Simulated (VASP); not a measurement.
# AlGaN2 (P-4m2) in VASP: further runs, part 3 of 3

VASP 6.6.1.

### Step 6. Single point, LDA (strain +0.030 along x and y, +0.015 along z)

File INCAR:

```
  PREC = Accurate
  ENCUT = 520
  EDIFF = 1E-7
  ISMEAR = 0
  SIGMA = 0.05
  LREAL = F
  LASPH = T
  NELM = 100
  ALGO = Normal
  ISIF = 2
  LWAVE = F
  LCHARG = F
  GGA = CA
  NBANDS = 21
```

File KPOINTS:

```
regular mesh
0
Gamma
  8 8 6
```

File POSCAR:

```
AlGaN2
1.0
    3.2351033602      0.0000000000      0.0000000000
    0.0000000000      3.2351033602      0.0000000000
    0.0000000000      0.0000000000      4.4901955091
Al Ga N
1 1 2
Direct
    0.5000000000      0.5000000000      0.5000000000
    0.0000000000      0.0000000000      0.0000000000
    0.5000000000      0.0000000000      0.7382648100
    0.0000000000      0.5000000000      0.2617351900
```

Potentials or basis: VASP PAW LDA potentials, release 64 (Al, Ga_d, N).

Started as:

```
$ cat potpaw_LDA.64/Al/POTCAR potpaw_LDA.64/Ga_d/POTCAR potpaw_LDA.64/N/POTCAR > POTCAR
$ mpirun -np 1 vasp_std > vasp.out
```

OUTCAR:

```text
PREC = Accurate
   ENCUT = 520
   EDIFF = 1E-7
   ISMEAR = 0
   LREAL = F
   LASPH = T
   NELM = 100
   ISIF = 2
   GGA = CA

 ion  position               nearest neighbor table
   1  0.500  0.500  0.500-   3 1.94   4 1.94   3 1.94   4 1.94
   2  0.000  0.000  0.000-   3 2.00   4 2.00   4 2.00   3 2.00
   3  0.500  0.000  0.738-   1 1.94   1 1.94   2 2.00   2 2.00
   4  0.000  0.500  0.262-   1 1.94   1 1.94   2 2.00   2 2.00

  LATTYP: Found a simple tetragonal cell.
 ALAT       =     3.2351033602
 C/A-ratio  =     1.3879604480

  Lattice vectors:

 A1 = (   3.2351033602,   0.0000000000,   0.0000000000)
 A2 = (   0.0000000000,   3.2351033602,   0.0000000000)
 A3 = (   0.0000000000,   0.0000000000,   4.4901955091)

Analysis of symmetry for initial positions (statically):
=====================================================================
 Subroutine PRICEL returns:
 Original cell was already a primitive cell.

 Routine SETGRP: Setting up the symmetry group for a
 simple tetragonal supercell.

[... 163 lines left out ...]
  ---------------------------------------------------
  ext. energy  EPLUGINS =         0.00000000
  ---------------------------------------------------
  free energy    TOTEN  =       -30.08145514 eV

  energy without entropy =      -30.08145514  energy(sigma->0) =      -30.08145514

 E-fermi :   4.8810     XC(G=0): -11.3679

 val. band max:        4.6368178363   @ k =   0.0000   0.0000   0.0000
 cond. band min:       6.9850696309   @ k =   0.0000   0.0000   0.0000
 fundamental gap:      2.3482517946
 Fermi energy:         4.8809553433

 k-point     1 :       0.0000    0.0000    0.0000
  band No.  band energies     occupation
      1     -10.1795      2.00000
      2      -9.2088      2.00000
      3      -8.4694      2.00000
      4      -8.4694      2.00000
      5      -8.4285      2.00000
      6      -8.3081      2.00000
[... 565 lines left out ...]
     20      16.0741      0.00000
     21      16.1541      0.00000

 [... further k-points ...]
[... 5 lines left out ...]
  --------------------------------------------------------------------------------------
  -------------------------------------------------------------------------------------
  Total       -4.9245372     -4.9245372     -4.3527909      0.0000000      0.0000000      0.0000000
  in kB     -167.8937129   -167.8937129   -148.4009955      0.0000000      0.0000000      0.0000000
  external PRESSURE =    -161.3961405 kB  Pullay stress =       0.0000000 kB

 VOLUME and BASIS-vectors are now :
 -----------------------------------------------------------------------------
  energy-cutoff  :      520.00
  volume of cell :       46.99
      direct lattice vectors                 reciprocal lattice vectors
     3.235103360  0.000000000  0.000000000     0.309109135  0.000000000  0.000000000
     0.000000000  3.235103360  0.000000000     0.000000000  0.309109135  0.000000000
     0.000000000  0.000000000  4.490195509     0.000000000  0.000000000  0.222707452

 POSITION                                       TOTAL-FORCE (eV/Angst)
 -----------------------------------------------------------------------------------
      1.61755      1.61755      2.24510        -0.000000     -0.000000      0.000000
      0.00000      0.00000      0.00000        -0.000000      0.000000      0.000000
      1.61755      0.00000      3.31495        -0.000000      0.000000      0.121764
      0.00000      1.61755      1.17524         0.000000      0.000000     -0.121764
 -----------------------------------------------------------------------------------
    total drift:                                0.000000      0.000000     -0.000000

  FREE ENERGIE OF THE ION-ELECTRON SYSTEM (eV)
  ---------------------------------------------------
  free  energy   TOTEN  =       -30.0814551397 eV

  energy  without entropy=      -30.0814551397  energy(sigma->0) =      -30.08145514
```

OSZICAR:

```text
N       E                     dE             d eps       ncg     rms          rms(c)
DAV:   1     0.171899352765E+03    0.17190E+03   -0.12854E+04  2761   0.177E+03
DAV:   2    -0.130451336345E+02   -0.18494E+03   -0.17240E+03  2791   0.403E+02
DAV:   3    -0.338912492092E+02   -0.20846E+02   -0.20576E+02  2953   0.106E+02
DAV:   4    -0.344443855497E+02   -0.55314E+00   -0.55228E+00  3034   0.184E+01
DAV:   5    -0.344544635332E+02   -0.10078E-01   -0.10077E-01  2899   0.241E+00    0.111E+01
DAV:   6    -0.301703565632E+02    0.42841E+01   -0.14853E+01  3884   0.479E+01    0.394E+00
DAV:   7    -0.301435055056E+02    0.26851E-01   -0.83732E-01  2680   0.806E+00    0.261E+00
DAV:   8    -0.300973655681E+02    0.46140E-01   -0.25535E-01  2904   0.424E+00    0.122E+00
DAV:   9    -0.300813031350E+02    0.16062E-01   -0.43063E-02  3185   0.285E+00    0.481E-01
DAV:  10    -0.300814564251E+02   -0.15329E-03   -0.64213E-03  2881   0.504E-01    0.144E-01
DAV:  11    -0.300814621081E+02   -0.56831E-05   -0.25232E-04  3834   0.215E-01    0.310E-02
DAV:  12    -0.300814549074E+02    0.72007E-05   -0.49921E-05  2761   0.656E-02    0.134E-02
DAV:  13    -0.300814550857E+02   -0.17823E-06   -0.56298E-06  3458   0.232E-02    0.605E-03
DAV:  14    -0.300814551397E+02   -0.54062E-07   -0.87584E-07  2917   0.966E-03
   1 F= -.30081455E+02 E0= -.30081455E+02  d E =-.652199E-14
```

stdout:

```text
POSCAR found type information on POSCAR AlGaN
 POSCAR found :  3 types and       4 ions
 scaLAPACK will be used
 LDA part: xc-table for (Slater(with rela. corr.)+CA(PZ))
 , standard interpolation
 POSCAR, INCAR and KPOINTS ok, starting setup
 FFT: planning ... GRIDC
 FFT: planning ... GRID_SOFT
 FFT: planning ... GRID
 WAVECAR not read
 entering main loop
```

Wall time 22 s (1 thread of Intel Xeon 6975P-C (Granite Rapids), shared host); peak memory 0.18 GiB.

Results:

| Item | Value |
| --- | --- |
| Free energy | -30.0815 eV |
| Pressure | -16.1 GPa |
| Largest force | 0.122 eV/Å |
| Band gap on the k mesh | 2.35 eV, direct |

Forces on the atoms (eV/Å):
```
Al   0.000  0.000  0.000
Ga   0.000  0.000  0.000
N    0.000  0.000  0.122
N    0.000  0.000 -0.122
```

Stress tensor (GPa, compression positive):
```
-16.79   0.00   0.00
  0.00 -16.79   0.00
  0.00   0.00 -14.84
```

Levels at points of the mesh, in eV from the valence-band top:
```
           k point  band 11  band 12  band 13  band 14  band 15  band 16
(0.00, 0.00, 0.00)    -0.14     0.00     0.00     2.35     3.41     6.89
(0.50, 0.00, 0.00)    -2.66    -0.97    -0.68     6.35     6.79     7.57
(0.50, 0.50, 0.00)    -2.06    -2.05    -2.05     3.25     3.25     5.82
(0.00, 0.00, 0.50)    -1.46    -0.98    -0.98     4.90     5.03     7.19
(0.50, 0.00, 0.50)    -0.74    -0.56    -0.50     4.54     5.94     8.68
(0.50, 0.50, 0.50)    -3.03    -2.98    -2.98     6.04     6.04     7.92
```

Caveat: the cell differs from its parent crystal (strain +0.030 along x and y, +0.015 along z).

### Step 7. Single point, LDA (strain +0.030 along x and y, +0.030 along z)

File INCAR:

```
PREC     = Accurate       # precision mode
ENCUT    = 520            # plane-wave cutoff, eV
EDIFF    = 1E-6           # SCF threshold, eV
ISMEAR   = 0              # smearing method
SIGMA    = 0.05           # smearing width, eV
LREAL    = F              # projectors in reciprocal space
LASPH    = T              # aspherical terms in the spheres
NELM     = 60             # most SCF steps
ALGO     = Normal         # electronic algorithm
ISIF     = 2              # what is computed and relaxed
LWAVE    = F              # write WAVECAR
LCHARG   = F              # write CHGCAR
NBANDS   = 21             # bands
```

File KPOINTS:

```
Automatic mesh
0
Gamma
  8 8 6
```

Changes to POSCAR since step 6:

```diff
@@ -4,3 +4,3 @@
     0.0000000000      3.2351033602      0.0000000000
-    0.0000000000      0.0000000000      4.4901955091
+    0.0000000000      0.0000000000      4.5565530782
 Al Ga N
```

Potentials or basis: VASP PAW LDA potentials, release 64 (Al, Ga_d, N).

Started as:

```
$ cat potpaw_LDA.64/Al/POTCAR potpaw_LDA.64/Ga_d/POTCAR potpaw_LDA.64/N/POTCAR > POTCAR
$ mpirun -np 1 vasp_std > vasp.out
```

OUTCAR:

```text
PREC = Accurate
   ENCUT = 520
   EDIFF = 1E-6
   ISMEAR = 0
   LREAL = F
   LASPH = T
   NELM = 60
   ISIF = 2

 ion  position               nearest neighbor table
   1  0.500  0.500  0.500-   3 1.95   4 1.95   3 1.95   4 1.95
   2  0.000  0.000  0.000-   3 2.01   4 2.01   4 2.01   3 2.01
   3  0.500  0.000  0.738-   1 1.95   1 1.95   2 2.01   2 2.01
   4  0.000  0.500  0.262-   1 1.95   1 1.95   2 2.01   2 2.01

  LATTYP: Found a simple tetragonal cell.
 ALAT       =     3.2351033602
 C/A-ratio  =     1.4084721787

  Lattice vectors:

 A1 = (   3.2351033602,   0.0000000000,   0.0000000000)
 A2 = (   0.0000000000,   3.2351033602,   0.0000000000)
 A3 = (   0.0000000000,   0.0000000000,   4.5565530782)

Analysis of symmetry for initial positions (statically):
=====================================================================
 Subroutine PRICEL returns:
 Original cell was already a primitive cell.

 Routine SETGRP: Setting up the symmetry group for a
 simple tetragonal supercell.

 Subroutine GETGRP returns: Found  8 space group operations
 (whereof  8 operations were pure point group operations)
 out of a pool of 16 trial point group operations.

The static configuration has the point symmetry D_2d.

Analysis of symmetry for dynamics (positions and initial velocities):
=====================================================================
 Subroutine PRICEL returns:
 Original cell was already a primitive cell.

 Routine SETGRP: Setting up the symmetry group for a
 simple tetragonal supercell.

 Subroutine GETGRP returns: Found  8 space group operations
 (whereof  8 operations were pure point group operations)
 out of a pool of 16 trial point group operations.

The dynamic configuration has the point symmetry D_2d.

 Subroutine INISYM returns: Found  8 space group operations
 (whereof  8 operations are pure point group operations),
 and found     1 'primitive' translations

[... 109 lines left out ...]
   NELECT =      26.0000    total number of electrons
   NUPDOWN=      -1.0000    fix difference up-down
   EMIN   =  10.00;   EMAX   =-10.00  energy-range for DOS
   EFERMI =   0.00;   METHOD = LEGACY
   ISMEAR =     0;   SIGMA  =   0.05  broadening in eV -4-tet -1-fermi 0-gaus
   EFERMI_NEDOS =   21; number of points for ismear=-14 and -15
   IALGO  =     38    algorithm
   IMIX   =      4    mixing-type and parameters
     AMIX     =   0.40;   BMIX     =  1.00
     AMIX_MAG =   1.60;   BMIX_MAG =  1.00
  volume/ion in A,a.u.               =      11.92        80.45
  Fermi-wavevector in a.u.,A,eV,Ry     =   1.337401  2.527322 24.335950  1.788642
  Thomas-Fermi vector in A             =   2.465953
   LORBIT       =      0    0 simple, 1 ext, 2 COOP (PROOUT), +10 PAW based schemes
   GGA     = CA    functional components
   LHFCALC =     F    Hartree Fock is set to
   AEXX    =    0.0000 exact exchange contribution
   IVDW    =     0    specifies the selected vdW correction
   LEPSILON=     F    determine dielectric tensor
   LRPA    =     F    only Hartree local field effects (RPA)
 non-spin polarized calculation
 Gauss-broadening in eV      SIGMA  =   0.05
  energy-cutoff  :      520.00
  volume of cell :       47.69
 maximum number of plane-waves:      1308
   NGX = 13   NGY = 13   NGZ = 17

 number of electron      26.0000027 magnetization

 Free energy of the ion-electron system (eV)
  ---------------------------------------------------
  ext. energy  EPLUGINS =         0.00000000
  ---------------------------------------------------
  free energy    TOTEN  =       -30.01057817 eV

  energy without entropy =      -30.01057817  energy(sigma->0) =      -30.01057817

 E-fermi :   4.7368     XC(G=0): -11.2982

 val. band max:        4.5152500784   @ k =   0.0000   0.0000   0.0000
 cond. band min:       6.7417063703   @ k =   0.0000   0.0000   0.0000
 fundamental gap:      2.2264562919
 Fermi energy:         4.7367738664

 k-point     1 :       0.0000    0.0000    0.0000
  band No.  band energies     occupation
      1     -10.2214      2.00000
      2      -9.3240      2.00000
      3      -8.6149      2.00000
      4      -8.6149      2.00000
      5      -8.5752      2.00000
      6      -8.4664      2.00000
[... 565 lines left out ...]
     20      15.8857      0.00000
     21      15.9021      0.00000

 [... further k-points ...]
[... 5 lines left out ...]
  --------------------------------------------------------------------------------------
  -------------------------------------------------------------------------------------
  Total       -5.3735077     -5.3735077     -5.3653151      0.0000000      0.0000000      0.0000000
  in kB     -180.5326258   -180.5326258   -180.2573837      0.0000000      0.0000000      0.0000000
  external PRESSURE =    -180.4408784 kB  Pullay stress =       0.0000000 kB

 VOLUME and BASIS-vectors are now :
 -----------------------------------------------------------------------------
  energy-cutoff  :      520.00
  volume of cell :       47.69
      direct lattice vectors                 reciprocal lattice vectors
     3.235103360  0.000000000  0.000000000     0.309109135  0.000000000  0.000000000
     0.000000000  3.235103360  0.000000000     0.000000000  0.309109135  0.000000000
     0.000000000  0.000000000  4.556553078     0.000000000  0.000000000  0.219464139

 POSITION                                       TOTAL-FORCE (eV/Angst)
 -----------------------------------------------------------------------------------
      1.61755      1.61755      2.27828        -0.000000     -0.000000      0.000000
      0.00000      0.00000      0.00000        -0.000000      0.000000      0.000000
      1.61755      0.00000      3.36394        -0.000000      0.000000      0.139280
      0.00000      1.61755      1.19261         0.000000     -0.000000     -0.139280
 -----------------------------------------------------------------------------------
    total drift:                               -0.000000      0.000000      0.000000

  FREE ENERGIE OF THE ION-ELECTRON SYSTEM (eV)
  ---------------------------------------------------
  free  energy   TOTEN  =       -30.0105781737 eV

  energy  without entropy=      -30.0105781737  energy(sigma->0) =      -30.01057817
```

Wall time 19 s (1 thread of Intel Xeon 6975P-C (Granite Rapids), shared host); peak memory 0.18 GiB.

Results:

```yaml
Free_energy: -30.0106 eV
Pressure: -18.0 GPa
Largest_force: 0.139 eV/Å
Band_gap_on_the_k_mesh: 2.23 eV, direct
```

Forces on the atoms (eV/Å):
```
Al   0.000  0.000  0.000
Ga   0.000  0.000  0.000
N    0.000  0.000  0.139
N    0.000  0.000 -0.139
```

Caveat: the cell differs from its parent crystal (strain +0.030 along x and y, +0.030 along z).

### Step 8. Overview

```csv
cell,gap on the mesh (eV),pressure (GPa),largest force (eV/Å)
"a = 3.235, b = 3.235, c = 4.357 Å, 4 atoms",2.59,-11.9,0.08
"a = 3.188, b = 3.188, c = 4.490 Å, 4 atoms",2.54,-11.8,0.16
"a = 3.235, b = 3.235, c = 4.424 Å, 4 atoms",2.47,-14.1,0.10
"a = 3.188, b = 3.188, c = 4.557 Å, 4 atoms",2.41,-14.0,0.17
"a = 3.235, b = 3.235, c = 4.490 Å, 4 atoms",2.35,-16.1,0.12
"a = 3.235, b = 3.235, c = 4.557 Å, 4 atoms",2.23,-18.0,0.14
```

Alike in all rows: task single point; level LDA; potentials or basis VASP PAW LDA potentials, release 64 (Al, Ga_d, N); no spin polarisation; k mesh 8 × 8 × 6; cutoff (eV) 520; smearing gaussian 0.05 eV.

Absolute energies hang on the potentials; compare differences alone.
